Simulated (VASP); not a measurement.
# ZnCu (R-3m) in VASP: a series of runs

Runs on ZnCu. Level: PBE. Tasks: single point.

Everything below comes from runs of VASP 6.6.1. Logs are shortened: lines on timing, memory, paths and dates and some standing lists are left out, and cuts for length are marked.

## (1) The cell of the first run

It takes space group R-3m (No. 166, trigonal). Conventional cell: a = 4.947 Å, b = 4.947 Å, c = 4.074 Å, α = 90.00°, β = 90.00°, γ = 120.00°. Within 2.7 Å of Zn (site symmetry -3m) lie 2 Cu at 2.04 Å. Within 2.7 Å of Cu (site symmetry -3m) lie 2 Zn at 2.04 Å.

## (2) Single point, PBE (14.39 Å³/atom)

INCAR reads:

```
PREC = Accurate ; ENCUT = 520
EDIFF = 1E-6 ; ISMEAR = 0
SIGMA = 0.15 ; LREAL = F
LASPH = T ; NELM = 80
ALGO = Fast ; ISIF = 2
LWAVE = F ; LCHARG = F
GGA = PE ; NBANDS = 18
```

KPOINTS reads:

```
regular mesh
0
Gamma
  16 16 16
```

POSCAR reads:

```
ZnCu
1.0
    3.1159171317     -0.3818383014     -0.3818383014
   -0.3818383014      3.1159171317     -0.3818383014
   -0.3818383014     -0.3818383014      3.1159171317
Zn Cu
1 1
Direct
    0.5000000000      0.5000000000      0.5000000000
    0.0000000000      0.0000000000      0.0000000000
```

Potentials or basis: VASP PAW PBE potentials, release 64 (Zn, Cu).

Command:

```
$ cat potpaw_PBE.64/Zn/POTCAR potpaw_PBE.64/Cu/POTCAR > POTCAR
$ mpirun -np 1 vasp_std > vasp.out
```

OUTCAR:

```text
PREC = Accurate
   ENCUT = 520
   EDIFF = 1E-6
   ISMEAR = 0
   LREAL = F
   LASPH = T
   NELM = 80
   ISIF = 2
   GGA = PE

 ion  position               nearest neighbor table
   1  0.500  0.500  0.500-   2 2.04   2 2.04
   2  0.000  0.000  0.000-   1 2.04   1 2.04

  LATTYP: Found a trigonal (rhomboedric) cell.
 ALAT       =     3.1623631272
 COS(alpha) =    -0.2233631783

  Lattice vectors:

 A1 = (   3.1159171317,  -0.3818383014,  -0.3818383014)
 A2 = (  -0.3818383014,   3.1159171317,  -0.3818383014)
 A3 = (  -0.3818383014,  -0.3818383014,   3.1159171317)

Analysis of symmetry for initial positions (statically):
=====================================================================
 Subroutine PRICEL returns:
 Original cell was already a primitive cell.

 Routine SETGRP: Setting up the symmetry group for a
 trigonal (rhombohedral) supercell.

 Subroutine GETGRP returns: Found 12 space group operations
 (whereof 12 operations were pure point group operations)
 out of a pool of 12 trial point group operations.

The static configuration has the point symmetry D_3d.

Analysis of symmetry for dynamics (positions and initial velocities):
=====================================================================
 Subroutine PRICEL returns:
 Original cell was already a primitive cell.

 Routine SETGRP: Setting up the symmetry group for a
 trigonal (rhombohedral) supercell.

 Subroutine GETGRP returns: Found 12 space group operations
 (whereof 12 operations were pure point group operations)
 out of a pool of 12 trial point group operations.

The dynamic configuration has the point symmetry D_3d.

 Subroutine INISYM returns: Found 12 space group operations
 (whereof 12 operations are pure point group operations),
 and found     1 'primitive' translations

----------------------------------------------------------------------------------------

                                     Primitive cell

  volume of cell :      28.7780

  direct lattice vectors                    reciprocal lattice vectors
     3.115917132 -0.381838301 -0.381838301     0.332307286  0.046409653  0.046409653
    -0.381838301  3.115917132 -0.381838301     0.046409653  0.332307286  0.046409653
[... 79 lines left out ...]
   ISPIN  =      1    spin polarized calculation?
   LNONCOLLINEAR =      F non collinear calculations
   LSORBIT =      F    spin-orbit coupling
   LASPH  =      T    aspherical Exc in radial PAW
   ENCUT  =  520.0 eV  38.22 Ry    6.18 a.u.   5.88  5.88  5.88*2*pi/ulx,y,z
   NELM   =     80;   NELMIN=  2; NELMDL= -5     # of ELM steps
   EDIFF  = 0.1E-05   stopping-criterion for ELM
   LREAL  =      F    real-space projection
   EDIFFG = 0.1E-04   stopping-criterion for IOM
   NSW    =      0    number of steps for IOM
   IBRION =     -1    ionic relax: 0-MD 1-quasi-New 2-CG
   NFREE  =      0    steps in history (QN), initial steepest desc. (CG)
   ISIF   =      2    stress and relaxation
   ISYM   =      2    0-nonsym 1-usesym 2-fastsym
   POTIM  = 0.5000    time-step for ionic-motion
   TEBEG  =    0.0;   TEEND  =   0.0 temperature during run
   PSTRESS=    0.0 pullay stress
   NELECT =      23.0000    total number of electrons
   NUPDOWN=      -1.0000    fix difference up-down
   EMIN   =  10.00;   EMAX   =-10.00  energy-range for DOS
   EFERMI =   0.00;   METHOD = LEGACY
   ISMEAR =     0;   SIGMA  =   0.15  broadening in eV -4-tet -1-fermi 0-gaus
   EFERMI_NEDOS =   21; number of points for ismear=-14 and -15
   IALGO  =     68    algorithm
   IMIX   =      4    mixing-type and parameters
     AMIX     =   0.40;   BMIX     =  1.00
     AMIX_MAG =   1.60;   BMIX_MAG =  1.00
  volume/ion in A,a.u.               =      14.39        97.10
  Fermi-wavevector in a.u.,A,eV,Ry     =   1.519255  2.870975 31.404079  2.308135
  Thomas-Fermi vector in A             =   2.628265
   LORBIT       =      0    0 simple, 1 ext, 2 COOP (PROOUT), +10 PAW based schemes
   GGA     = PE    functional components
   LHFCALC =     F    Hartree Fock is set to
   AEXX    =    0.0000 exact exchange contribution
   IVDW    =     0    specifies the selected vdW correction
   LEPSILON=     F    determine dielectric tensor
   LRPA    =     F    only Hartree local field effects (RPA)
 non-spin polarized calculation
 RMM-DIIS sequential band-by-band and
 Gauss-broadening in eV      SIGMA  =   0.15
  energy-cutoff  :      520.00
  volume of cell :       28.78
 maximum number of plane-waves:       789
   NGX = 11   NGY = 11   NGZ = 11

 number of electron      23.0000027 magnetization

 Free energy of the ion-electron system (eV)
  ---------------------------------------------------
  ext. energy  EPLUGINS =         0.00000000
  ---------------------------------------------------
  free energy    TOTEN  =        -2.92071210 eV

  energy without entropy =       -2.91396669  energy(sigma->0) =       -2.91733940

 E-fermi :   4.4773     XC(G=0): -11.6134

 val. band max:        4.4467251100   @ k =  -0.4375   0.2500   0.0625
 cond. band min:       4.4796765113   @ k =   0.3750   0.3750   0.3125
 fundamental gap:      0.0329514013
 Fermi energy:         4.4772697453

 k-point     1 :       0.0000    0.0000    0.0000
  band No.  band energies     occupation
      1      -5.1465      2.00000
      2      -3.5064      2.00000
      3      -3.3794      2.00000
      4      -3.3794      2.00000
      5      -2.6838      2.00000
      6      -2.6838      2.00000
[... 481 lines left out ...]
      5      -2.6929      2.00000
      6      -2.6813      2.00000
[... 10 lines left out ...]
     17      17.1666      0.00000
     18      17.3599      0.00000

 [... further k-points ...]

------------------------ aborting loop because EDIFF is reached ----------------------------------------

  FORCE on cell =-STRESS in cart. coord.  units (eV):
  Direction    XX          YY          ZZ          XY          YZ          ZX
  --------------------------------------------------------------------------------------
  -------------------------------------------------------------------------------------
  Total        4.4853866      4.4853866      4.4853866      6.5425346      6.5425346      6.5425346
  in kB      249.7180058    249.7180058    249.7180058    364.2470160    364.2470160    364.2470160
  external PRESSURE =     249.7180058 kB  Pullay stress =       0.0000000 kB

 VOLUME and BASIS-vectors are now :
 -----------------------------------------------------------------------------
  energy-cutoff  :      520.00
  volume of cell :       28.78
      direct lattice vectors                 reciprocal lattice vectors
     3.115917132 -0.381838301 -0.381838301     0.332307286  0.046409653  0.046409653
    -0.381838301  3.115917132 -0.381838301     0.046409653  0.332307286  0.046409653
    -0.381838301 -0.381838301  3.115917132     0.046409653  0.046409653  0.332307286

 POSITION                                       TOTAL-FORCE (eV/Angst)
 -----------------------------------------------------------------------------------
      1.17612      1.17612      1.17612         0.000000     -0.000000     -0.000000
      0.00000      0.00000      0.00000        -0.000000      0.000000      0.000000
 -----------------------------------------------------------------------------------
    total drift:                                0.000000      0.000000     -0.000000

  FREE ENERGIE OF THE ION-ELECTRON SYSTEM (eV)
  ---------------------------------------------------
  free  energy   TOTEN  =        -2.9207121030 eV

  energy  without entropy=       -2.9139666920  energy(sigma->0) =       -2.91733940
```

OSZICAR:

```text
N       E                     dE             d eps       ncg     rms          rms(c)
DAV:   1     0.121639984594E+03    0.12164E+03   -0.11381E+04 15868   0.205E+03
DAV:   2     0.166089385514E+01   -0.11998E+03   -0.11517E+03 15068   0.301E+02
DAV:   3    -0.362778122661E+01   -0.52887E+01   -0.52380E+01 17278   0.783E+01
DAV:   4    -0.367435063080E+01   -0.46569E-01   -0.46550E-01 17240   0.685E+00
DAV:   5    -0.367504247081E+01   -0.69184E-03   -0.69182E-03 17230   0.861E-01    0.900E+00
RMM:   6    -0.361005135913E+01    0.64991E-01   -0.65121E+00 17224   0.391E+01    0.565E+00
RMM:   7    -0.293208390339E+01    0.67797E+00   -0.17835E+00 16962   0.206E+01    0.266E+00
RMM:   8    -0.292365390635E+01    0.84300E-02   -0.19178E-02 17616   0.205E+00    0.112E+00
RMM:   9    -0.292085188072E+01    0.28020E-02   -0.72191E-03 17759   0.119E+00    0.151E-01
RMM:  10    -0.292071265614E+01    0.13922E-03   -0.36353E-03 18765   0.808E-01    0.811E-02
RMM:  11    -0.292070885149E+01    0.38046E-05   -0.61854E-04 19784   0.319E-01    0.372E-02
RMM:  12    -0.292074241660E+01   -0.33565E-04   -0.21834E-04 19014   0.182E-01    0.467E-02
RMM:  13    -0.292071061635E+01    0.31800E-04   -0.13930E-04 18468   0.186E-01    0.977E-03
RMM:  14    -0.292071179103E+01   -0.11747E-05   -0.21144E-05 19180   0.459E-02    0.231E-03
RMM:  15    -0.292071210302E+01   -0.31199E-06   -0.30788E-06 15288   0.238E-02
   1 F= -.29207121E+01 E0= -.29173394E+01  d E =-.674541E-02
```

stdout:

```text
POSCAR found type information on POSCAR ZnCu
 POSCAR found :  2 types and       2 ions
 scaLAPACK will be used
 LDA part: xc-table for (Slater+PW92), standard interpolation
 POSCAR, INCAR and KPOINTS ok, starting setup
 FFT: planning ... GRIDC
 FFT: planning ... GRID_SOFT
 FFT: planning ... GRID
 WAVECAR not read
 entering main loop
```

Wall time 3.3 min (1 thread of Oxide Virtual Turin-like, shared host); peak memory 0.29 GiB.

What came out:

* Free energy: -2.9207 eV
* Pressure: 25.0 GPa
* Band gap on the k mesh: zero (an odd number of electrons rules out a gap without spin polarisation)

Stress tensor (GPa, compression positive):
```
24.97 36.42 36.42
36.42 24.97 36.42
36.42 36.42 24.97
```

Caveat: the cell stands under pressure.

(Part 1 of 2 ends here.)

The gap in the log of VASP goes by the Fermi energy; the results here count the filled bands.